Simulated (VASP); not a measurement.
# PbSe (P6_3mc) in VASP: a series of runs

PbSe is run at these levels: PBE; tasks: single point, vibrations by perturbation theory.

Everything below comes from runs of VASP 6.6.1. Logs are shortened: lines on timing, memory, paths and dates and some standing lists are left out, and cuts for length are marked.

## (1) The cell of the first run

The structure is hexagonal, space group P6_3mc (No. 186). Conventional cell: a = 4.267 Å, b = 4.267 Å, c = 7.928 Å, α = 90.00°, β = 90.00°, γ = 120.00°. Pb (site symmetry 3m) has 6 Se at 2.96 to 3.39 Å within 3.9 Å. Within 4.0 Å of Se (site symmetry 3m) lie 6 Pb at 2.96 to 3.39 Å and 2 Se at 3.96 Å.

## (2) Single point, PBE

Contents of POSCAR:

```
PbSe
1.0
    4.2672173585      0.0000000000      0.0000000000
   -2.1336086793      3.6955186359      0.0000000000
    0.0000000000      0.0000000000      7.9276944000
Pb Se
2 2
Direct
    0.6666666667      0.3333333333      0.2278590000
    0.3333333333      0.6666666667      0.7278590000
    0.0000000000      0.0000000000      0.5219900000
    0.0000000000      0.0000000000      0.0219900000
```

Contents of INCAR.step1:

```
SYSTEM = PbSe
PREC = Accurate
ENCUT = 520
EDIFF = 1E-6
ISMEAR = 0
SIGMA = 0.02
LREAL = .FALSE.
LASPH = .TRUE.
NELM = 100
ALGO = Normal
ISIF = 2
LWAVE = .FALSE.
LCHARG = .TRUE.
GGA = PE
NBANDS = 28
```

Contents of KPOINTS.step1:

```
Automatic mesh
0
G
  6 6 4
  0 0 0
```

Contents of INCAR.step2:

```
SYSTEM = PbSe
PREC = Accurate
ENCUT = 520
EDIFF = 1E-6
ISMEAR = -5
SIGMA = 0.02
LREAL = .FALSE.
LASPH = .TRUE.
NELM = 100
ALGO = Normal
ISIF = 2
LWAVE = .FALSE.
LCHARG = .FALSE.
GGA = PE
LORBIT = 10
NEDOS = 2001
ICHARG = 11
```

Contents of KPOINTS.step2:

```
Automatic mesh
0
G
  9 9 6
  0 0 0
```

Potentials or basis: VASP PAW PBE potentials, release 64 (Pb_d, Se).

Run with:

```console
$ cat potpaw_PBE.64/Pb_d/POTCAR potpaw_PBE.64/Se/POTCAR > POTCAR
$ cp INCAR.step1 INCAR
$ cp KPOINTS.step1 KPOINTS
$ mpirun -np 1 vasp_std > vasp.out
$ cp INCAR.step2 INCAR
$ cp KPOINTS.step2 KPOINTS
$ mpirun -np 1 vasp_std > vasp.out
```

OUTCAR:

```text
SYSTEM = PbSe
   PREC = Accurate
   ENCUT = 520
   EDIFF = 1E-6
   ISMEAR = -5
   LREAL = .FALSE.
   LASPH = .TRUE.
   NELM = 100
   ISIF = 2
   GGA = PE
   LORBIT = 10
   ICHARG = 11

 ion  position               nearest neighbor table
   1  0.667  0.333  0.228-   4 2.96   4 2.96   4 2.96   3 3.39   3 3.39   3 3.39
   2  0.333  0.667  0.728-   3 2.96   3 2.96   3 2.96   4 3.39   4 3.39   4 3.39
   3  0.000  0.000  0.522-   2 2.96   2 2.96   2 2.96   1 3.39   1 3.39   1 3.39
   4  0.000  0.000  0.022-   1 2.96   1 2.96   1 2.96   2 3.39   2 3.39   2 3.39

  LATTYP: Found a hexagonal cell.
 ALAT       =     4.2672173585
 C/A-ratio  =     1.8578135900

  Lattice vectors:

 A1 = (   4.2672173585,   0.0000000000,   0.0000000000)
 A2 = (  -2.1336086793,   3.6955186359,   0.0000000000)
 A3 = (   0.0000000000,   0.0000000000,   7.9276944000)

Analysis of symmetry for initial positions (statically):
=====================================================================
 Subroutine PRICEL returns:
 Original cell was already a primitive cell.

 Routine SETGRP: Setting up the symmetry group for a
 hexagonal supercell.

 Subroutine GETGRP returns: Found 12 space group operations
 (whereof  6 operations were pure point group operations)
 out of a pool of 24 trial point group operations.

The static configuration has the point symmetry C_3v.
 The point group associated with its full space group is C_6v.

Analysis of symmetry for dynamics (positions and initial velocities):
=====================================================================
 Subroutine PRICEL returns:
 Original cell was already a primitive cell.

 Routine SETGRP: Setting up the symmetry group for a
 hexagonal supercell.

 Subroutine GETGRP returns: Found 12 space group operations
 (whereof  6 operations were pure point group operations)
 out of a pool of 24 trial point group operations.

The dynamic configuration has the point symmetry C_3v.
 The point group associated with its full space group is C_6v.

 Subroutine INISYM returns: Found 12 space group operations
 (whereof  6 operations are pure point group operations),
 and found     1 'primitive' translations

----------------------------------------------------------------------------------------

                                     Primitive cell

  volume of cell :     125.0164

  direct lattice vectors                    reciprocal lattice vectors
     4.267217358  0.000000000  0.000000000     0.234344753  0.135299007  0.000000000
    -2.133608679  3.695518636  0.000000000     0.000000000  0.270598013  0.000000000
     0.000000000  0.000000000  7.927694400     0.000000000  0.000000000  0.126140079

  length of vectors
     4.267217358  4.267217358  7.927694400     0.270598013  0.270598013  0.126140079

  position of ions in fractional coordinates (direct lattice)
     0.666666667  0.333333333  0.227859000
     0.333333333  0.666666667  0.727859000
     0.000000000  0.000000000  0.521990000
     0.000000000  0.000000000  0.021990000

  ion indices of the primitive-cell ions
   primitive index   ion index
                 1           1
                 2           2
                 3           3
                 4           4

----------------------------------------------------------------------------------------

 KPOINTS: Automatic mesh

Automatic generation of k-mesh.
 Grid dimensions read from file:
 generate k-points for:    9    9    6

 Generating k-lattice:

  Cartesian coordinates                     Fractional coordinates (reciprocal lattice)
     0.026038306  0.015033223  0.000000000     0.111111111  0.000000000  0.000000000
     0.000000000  0.030066446  0.000000000     0.000000000  0.111111111  0.000000000
     0.000000000  0.000000000  0.021023347     0.000000000  0.000000000  0.166666667

  Length of vectors
     0.030066446  0.030066446  0.021023347

  Shift w.r.t. Gamma in fractional coordinates (k-lattice)
     0.000000000  0.000000000  0.000000000

 TETIRR: Found    492 inequivalent tetrahedra from     2916

 Subroutine IBZKPT returns following result:
 ===========================================

 Found     48 irreducible k-points:

 Following reciprocal coordinates:
            Coordinates               Weight
  0.000000  0.000000  0.000000      1.000000
  0.111111 -0.000000  0.000000      6.000000
  0.222222  0.000000  0.000000      6.000000
  0.333333 -0.000000  0.000000      6.000000
  0.444444  0.000000  0.000000      6.000000
  0.111111  0.111111  0.000000      6.000000
[... 16 lines left out ...]
  0.333333  0.222222  0.166667     24.000000
  0.333333  0.333333  0.166667      4.000000
 [... further k-points ...]
   k-points           NKPTS =     48   k-points in BZ     NKDIM =     48   number of bands    NBANDS=     24
   number of dos      NEDOS =   2001   number of ions     NIONS =      4
   total plane-waves  NPLWV =  61440
   dimension x,y,z NGX =    32 NGY =   32 NGZ =   60
   dimension x,y,z NGXF=    64 NGYF=   64 NGZF=  120
   ions per type =               2   2
   NGX,Y,Z   is equivalent  to a cutoff of  12.47, 12.47, 12.58 a.u.
   NGXF,Y,Z  is equivalent  to a cutoff of  24.93, 24.93, 25.16 a.u.
 SYSTEM =  PbSe
   PREC   = accura    normal or accurate (medium, high low for compatibility)
   ISTART =      0    job   : 0-new  1-cont  2-samecut
   ICHARG =     11    charge: 1-file 2-atom 10-const
   ISPIN  =      1    spin polarized calculation?
   LNONCOLLINEAR =      F non collinear calculations
   LSORBIT =      F    spin-orbit coupling
   LASPH  =      T    aspherical Exc in radial PAW
   ENCUT  =  520.0 eV  38.22 Ry    6.18 a.u.   7.93  7.93 14.74*2*pi/ulx,y,z
   NELM   =    100;   NELMIN=  2; NELMDL=  0     # of ELM steps
   EDIFF  = 0.1E-05   stopping-criterion for ELM
   LREAL  =      F    real-space projection
   EDIFFG = 0.1E-04   stopping-criterion for IOM
   NSW    =      0    number of steps for IOM
   IBRION =     -1    ionic relax: 0-MD 1-quasi-New 2-CG
   NFREE  =      0    steps in history (QN), initial steepest desc. (CG)
   ISIF   =      2    stress and relaxation
   ISYM   =      2    0-nonsym 1-usesym 2-fastsym
   POTIM  = 0.5000    time-step for ionic-motion
   TEBEG  =    0.0;   TEEND  =   0.0 temperature during run
   PSTRESS=    0.0 pullay stress
   NELECT =      40.0000    total number of electrons
   NUPDOWN=      -1.0000    fix difference up-down
   EMIN   =  10.00;   EMAX   =-10.00  energy-range for DOS
   EFERMI =   0.00;   METHOD = LEGACY
   ISMEAR =    -5;   SIGMA  =   0.02  broadening in eV -4-tet -1-fermi 0-gaus
   EFERMI_NEDOS =   21; number of points for ismear=-14 and -15
   IALGO  =     38    algorithm
   IMIX   =      4    mixing-type and parameters
     AMIX     =   0.40;   BMIX     =  1.00
     AMIX_MAG =   1.60;   BMIX_MAG =  1.00
  volume/ion in A,a.u.               =      31.25       210.91
  Fermi-wavevector in a.u.,A,eV,Ry     =   1.119711  2.115946 17.058331  1.253752
  Thomas-Fermi vector in A             =   2.256352
   LORBIT       =     10    0 simple, 1 ext, 2 COOP (PROOUT), +10 PAW based schemes
   GGA     = PE    functional components
   LHFCALC =     F    Hartree Fock is set to
   AEXX    =    0.0000 exact exchange contribution
   IVDW    =     0    specifies the selected vdW correction
   LEPSILON=     F    determine dielectric tensor
   LRPA    =     F    only Hartree local field effects (RPA)
 non-spin polarized calculation
 Fermi weights with tetrahedron method with Bloechl corrections
  energy-cutoff  :      520.00
  volume of cell :      125.02
 maximum number of plane-waves:      3408
 NGX is ok and might be reduce to    32

 number of electron      40.0000002 magnetization

 Free energy of the ion-electron system (eV)
  ---------------------------------------------------
  ext. energy  EPLUGINS =         0.00000000
  ---------------------------------------------------
  free energy    TOTEN  =       -16.08534582 eV

  energy without entropy =      -16.08534582  energy(sigma->0) =      -16.08534582

 E-fermi :   3.8000     XC(G=0):  -9.0974

 val. band max:        3.7894358296   @ k =   0.1111   0.1111   0.5000
 cond. band min:       4.5662228705   @ k =   0.4444   0.0000   0.0000
 fundamental gap:      0.7767870409
 Fermi energy:         3.7999612295

 k-point     1 :       0.0000    0.0000    0.0000
  band No.  band energies     occupation
      1     -12.6243      2.00000
      2     -12.6243      2.00000
      3     -12.6204      2.00000
      4     -12.6204      2.00000
      5     -12.5892      2.00000
      6     -12.5836      2.00000
[... 16 lines left out ...]
     23       6.6690      0.00000
     24       7.8521      0.00000

 k-point     2 :       0.1111   -0.0000    0.0000
  band No.  band energies     occupation
      1     -12.6284      2.00000
      2     -12.6240      2.00000
      3     -12.6196      2.00000
      4     -12.6161      2.00000
      5     -12.5862      2.00000
      6     -12.5827      2.00000
[... 16 lines left out ...]
     23       7.0320      0.00000
     24       7.5310      0.00000

 k-point     3 :       0.2222    0.0000    0.0000
  band No.  band energies     occupation
      1     -12.6396      2.00000
      2     -12.6360      2.00000
      3     -12.6082      2.00000
      4     -12.6055      2.00000
      5     -12.5944      2.00000
      6     -12.5833      2.00000
[... 16 lines left out ...]
     23       6.9574      0.00000
     24       7.4654      0.00000

 k-point     4 :       0.3333   -0.0000    0.0000
  band No.  band energies     occupation
      1     -12.6549      2.00000
      2     -12.6520      2.00000
      3     -12.6046      2.00000
      4     -12.6000      2.00000
      5     -12.5938      2.00000
      6     -12.5889      2.00000
[... 16 lines left out ...]
     23       6.5976      0.00000
     24       7.7892      0.00000

 k-point     5 :       0.4444    0.0000    0.0000
  band No.  band energies     occupation
      1     -12.6678      2.00000
      2     -12.6610      2.00000
      3     -12.6096      2.00000
      4     -12.5987      2.00000
      5     -12.5926      2.00000
      6     -12.5869      2.00000
[... 16 lines left out ...]
     23       6.4318      0.00000
     24       8.0761      0.00000

 k-point     6 :       0.1111    0.1111    0.0000
  band No.  band energies     occupation
      1     -12.6348      2.00000
      2     -12.6311      2.00000
      3     -12.6129      2.00000
      4     -12.6099      2.00000
      5     -12.5893      2.00000
      6     -12.5848      2.00000
[... 16 lines left out ...]
     23       7.4009      0.00000
     24       7.5053      0.00000
[... 379 lines left out ...]
 k-point    21 :       0.4444    0.1111    0.1667
  band No.  band energies     occupation
      1     -12.6678      2.00000
      2     -12.6586      2.00000
      3     -12.6074      2.00000
      4     -12.5984      2.00000
      5     -12.5941      2.00000
      6     -12.5899      2.00000
[... 16 lines left out ...]
     23       6.9324      0.00000
     24       8.2835      0.00000

 k-point    22 :       0.2222    0.2222    0.1667
  band No.  band energies     occupation
      1     -12.6572      2.00000
      2     -12.6486      2.00000
      3     -12.6041      2.00000
      4     -12.6006      2.00000
      5     -12.5954      2.00000
      6     -12.5903      2.00000
[... 16 lines left out ...]
     23       6.7810      0.00000
     24       8.0469      0.00000

 k-point    23 :       0.3333    0.2222    0.1667
  band No.  band energies     occupation
      1     -12.6652      2.00000
      2     -12.6505      2.00000
      3     -12.6033      2.00000
      4     -12.5988      2.00000
      5     -12.5961      2.00000
      6     -12.5890      2.00000
[... 16 lines left out ...]
     23       7.1633      0.00000
     24       7.7963      0.00000

 k-point    24 :       0.3333    0.3333    0.1667
  band No.  band energies     occupation
      1     -12.6664      2.00000
      2     -12.6470      2.00000
      3     -12.6021      2.00000
      4     -12.6021      2.00000
      5     -12.5916      2.00000
      6     -12.5852      2.00000
[... 16 lines left out ...]
     23       6.5240      0.00000
     24       8.3615      0.00000

 [... further k-points ...]

------------------------ aborting loop because EDIFF is reached ----------------------------------------

  FORCE on cell =-STRESS in cart. coord.  units (eV):
  Direction    XX          YY          ZZ          XY          YZ          ZX
  --------------------------------------------------------------------------------------
  -------------------------------------------------------------------------------------
  Total        0.0025418      0.0025418     -0.0282999     -0.0000000     -0.0000000      0.0000000
  in kB        0.0325750      0.0325750     -0.3626839     -0.0000000     -0.0000000      0.0000000
  external PRESSURE =      -0.0991780 kB  Pullay stress =       0.0000000 kB

 VOLUME and BASIS-vectors are now :
 -----------------------------------------------------------------------------
  energy-cutoff  :      520.00
  volume of cell :      125.02
      direct lattice vectors                 reciprocal lattice vectors
     4.267217358  0.000000000  0.000000000     0.234344753  0.135299007  0.000000000
    -2.133608679  3.695518636  0.000000000     0.000000000  0.270598013  0.000000000
     0.000000000  0.000000000  7.927694400     0.000000000  0.000000000  0.126140079

 POSITION                                       TOTAL-FORCE (eV/Angst)
 -----------------------------------------------------------------------------------
      2.13361      1.23184      1.80640         0.000000      0.000000      0.008903
     -0.00000      2.46368      5.77024        -0.000000      0.000000      0.008903
      0.00000      0.00000      4.13818         0.000000     -0.000000     -0.008903
      0.00000      0.00000      0.17433         0.000000      0.000000     -0.008903
 -----------------------------------------------------------------------------------
    total drift:                                0.000000      0.000000     -0.000937

  FREE ENERGIE OF THE ION-ELECTRON SYSTEM (eV)
  ---------------------------------------------------
  free  energy   TOTEN  =       -16.0853458225 eV

  energy  without entropy=      -16.0853458225  energy(sigma->0) =      -16.08534582

 total charge

# of ion       s       p       d       tot
------------------------------------------
    1        1.466   0.547   9.830  11.843
    2        1.466   0.547   9.830  11.843
    3        1.469   2.314   0.015   3.798
    4        1.469   2.314   0.015   3.798
--------------------------------------------------
tot          5.870   5.722  19.690  31.283
```

Wall time 2.1 min (1 thread of Intel Xeon 8259CL, shared host); peak memory 0.3 GiB.

What came out:

```
Valence electrons inside the program's atomic spheres : Pb 11.84; Se 3.80
```

Levels at points of the mesh, in eV from the valence-band top:
```csv
k point,band 18,band 19,band 20,band 21,band 22,band 23
"(0.00, 0.00, 0.00)",-0.57,-0.57,-0.01,1.67,2.88,2.88
"(0.00, 0.00, 0.50)",-0.87,-0.86,-0.86,3.13,3.13,3.65
```

Caveat: spin-orbit coupling is left out, which moves the levels of the heavy elements.

[end of part 1 of 2]
